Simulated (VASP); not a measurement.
A run of VASP 6.6.1 is set up as follows.

File INCAR:

```
ALGO = Normal
EDIFF = 1E-6
EDIFFG = -0.01
ENCUT = 600
GGA = PE
IBRION = 2
ISIF = 3
ISMEAR = 0
LASPH = T
LCHARG = F
LREAL = F
LWAVE = F
NELM = 100
NSW = 100
PREC = Accurate
SIGMA = 0.1
```

KPOINTS

```
k-points
0
Gamma
  10 10 6
```

POSCAR

```
GaP4
1.0
    2.4557717899     -2.5551577165      0.0000000000
    2.4557717899      2.5551577165      0.0000000000
    0.0000000000      0.0000000000      7.0364942672
Ga P
1 4
Direct
    0.5000000000      0.5000000000      0.0000000000
    0.7728167149      0.2271832851      0.6672683966
    0.2271832851      0.7728167149      0.6672683966
    0.2271832851      0.7728167149      0.3327316034
    0.7728167149      0.2271832851      0.3327316034
```

Potentials or basis: VASP PAW PBE potentials, release 64 (Ga_d, P).

The run is started by

```console
$ cat potpaw_PBE.64/Ga_d/POTCAR potpaw_PBE.64/P/POTCAR > POTCAR
$ mpirun -np 1 vasp_std > vasp.out
```

Question: What does it give for the relaxed volume?

Answer: 17.68 Å³/atom.

Question: What does it give for the space group after relaxing (to 0.05 Å)?

Answer: Cmmm (No. 65).

Question: Estimate the relaxed cell.

Answer: a = 3.539 Å, b = 3.539 Å, c = 7.065 Å, α = 90.00°, β = 90.00°, γ = 92.35°.

Step by step:
| step | energy change (eV) | largest force (eV/Å) | pressure (GPa) | volume (Å³) |
| --- | --- | --- | --- | --- |
| 1 | 0.0000 | 0.0516 | -0.12 | 88.31 |
| 2 | -0.0007 | 0.0147 | 0.10 | 88.14 |
| 3 | -0.0008 | 0.0073 | 0.14 | 88.09 |
| 4 | -0.0008 | 0.0065 | 0.15 | 88.08 |
| 5 | -0.0009 | 0.0140 | 0.01 | 88.27 |
| 6 | -0.0009 | 0.0147 | -0.01 | 88.29 |
| 7 | -0.0009 | 0.0168 | -0.04 | 88.34 |
| 8 | -0.0009 | 0.0155 | 0.02 | 88.30 |
| 9 | -0.0009 | 0.0159 | -0.03 | 88.32 |
| 10 | -0.0009 | 0.0157 | 0.01 | 88.31 |
| 11 | -0.0010 | 0.0114 | -0.02 | 88.35 |
| 12 | -0.0010 | 0.0053 | -0.04 | 88.40 |
